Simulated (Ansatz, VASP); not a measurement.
**Two plane-wave programs on C**

Contents of INCAR:

```
ALGO     = Normal         # electronic algorithm
EDIFF    = 1E-8           # SCF threshold, eV
ENCUT    = 520            # plane-wave cutoff, eV
ISIF     = 2              # what is computed and relaxed
ISMEAR   = -1             # smearing method
LASPH    = True           # aspherical terms in the spheres
LCHARG   = False          # write CHGCAR
LEFG     = True         
LREAL    = False          # projectors in reciprocal space
LWAVE    = False          # write WAVECAR
NBANDS   = 16             # bands
NELM     = 60             # most SCF steps
PREC     = Accurate       # precision mode
SIGMA    = 0.15           # smearing width, eV
```

File KPOINTS:

```
k-points
0
Gamma
  18 18 6
```

The input POSCAR:

```
C
1.0
    2.4449448891      0.0000000000      0.0000000000
   -1.2224724445      2.1173843848      0.0000000000
    0.0000000000      0.0000000000      6.6456227402
C
4
Direct
    0.0000000000      0.0000000000      0.0025000000
    0.0000000000      0.0000000000      0.5025000000
    0.3333333333      0.6666666667      0.0025000000
    0.6666666667      0.3333333333      0.5025000000
```

Input for Ansatz:

```yaml
crystal:
  lattice:
    - [2.4449448891, 0.0, 0.0]
    - [-1.2224724445, 2.1173843848, 0.0]
    - [0.0, 0.0, 6.6456227402]
  atoms:
    - { symbol: C, position: [0.0, 0.0, 0.0025] }
    - { symbol: C, position: [0.0, 0.0, 0.5025] }
    - { symbol: C, position: [0.3333333333, 0.6666666667, 0.0025] }
    - { symbol: C, position: [0.6666666667, 0.3333333333, 0.5025] }
basis:
  ecutwfc: 420
kpoints:
  mp_grid: { grid: [18, 18, 6] }
hamiltonian:
  xc: lda
scf:
  occupations: { method: fermi_dirac, width: 0.15 }
output:
  forces: true
  stress: true
  eigenvalues: true
  efg: {}
checkpoint:
  read: start.run
  write: ck
  compress: false
  write_wavefunctions: false
  write_every: 100000
```

Alike in both runs: task electric field gradients; functional LDA; k mesh 18 × 18 × 6; occupations fermi-dirac, width 0.15 eV; no spin polarisation.

```csv
,VASP,Ansatz
version,VASP 6.6.1,Ansatz 0.2.0
potentials or method,"VASP PAW LDA potentials, release 64 (C), cutoff 520 eV","scalar-relativistic, plane waves, PAW"
valence electrons in the cell,16,16
```

|  | VASP | Ansatz | Ansatz less VASP |
| --- | --- | --- | --- |
| gap on the k mesh at the Fermi level (eV) | none | none | - |
| pressure (GPa) | 0.8 | 0.0 | -0.82 |
| traceless stress, the component that is largest in VASP (GPa) | -0.94 | 0.00 | +0.934 |
| size of Vzz on the site where it differs most (V/Å²) | 34.9 | 27.0 | -7.84 |

LDA's correlation is that of Perdew and Zunger in VASP and of Perdew and Wang (1992) in Ansatz. A gap of «none» marks a metal or a gap that the smearing closes.
